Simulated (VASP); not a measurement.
A run of VASP 6.6.1 is set up as follows.

The input POSCAR:

```
WC
1.0
    2.9118677777      0.0000000000      0.0000000000
   -1.4559338889      2.5217514680      0.0000000000
    0.0000000000      0.0000000000      2.8369414953
W C
1 1
Direct
    0.0000000000      0.0000000000      0.0000000000
    0.6666666667      0.3333333333      0.5000000000
```

File INCAR.step1:

```
SYSTEM = WC
  PREC = Accurate
  ENCUT = 1430
  ISMEAR = 0
  SIGMA = 0.05
  LREAL = .FALSE.
  LASPH = .TRUE.
  NELM = 120
  NBANDS = 16
  GGA = PE
  ALGO = Normal
  EDIFF = 1E-5
  LWAVE = .TRUE.
  LCHARG = .FALSE.
  GGA_COMPAT = .FALSE.
```

File INCAR.step2:

```
SYSTEM = WC
  PREC = Accurate
  ENCUT = 1430
  EDIFF = 1E-6
  ISMEAR = 0
  SIGMA = 0.05
  LREAL = .FALSE.
  LASPH = .TRUE.
  NELM = 120
  ALGO = Normal
  ISIF = 2
  LWAVE = .FALSE.
  LCHARG = .FALSE.
  METAGGA = R2SCAN
  LMIXTAU = .TRUE.
  NBANDS = 16
  ISTART = 1
  GGA_COMPAT = .FALSE.
```

Contents of KPOINTS:

```
regular mesh
0
G
  14 14 12
  0 0 0
```

Potentials or basis: VASP PAW PBE potentials, release 64 (W_sv, C_h).

Launch:

```console
$ cat potpaw_PBE.64/W_sv/POTCAR potpaw_PBE.64/C_h/POTCAR > POTCAR
$ cp INCAR.step1 INCAR
$ mpirun -np 1 vasp_std > vasp.out
$ cp INCAR.step2 INCAR
$ mpirun -np 1 vasp_std > vasp.out
```

Task: What does it give for the pressure?

Result: 1.9 GPa.

Task: What does it give for the band gap on the k mesh?

Result: Zero (bands 9 and 10 overlap by 1.34 eV).

Stress tensor (GPa, compression positive):
```
1.79 0.00 0.00
0.00 1.79 0.00
0.00 0.00 1.98
```

Caveat: the PAW data sets were made with another functional, which shifts forces and pressure a little; spin-orbit coupling is left out, which moves the levels of the heavy elements.
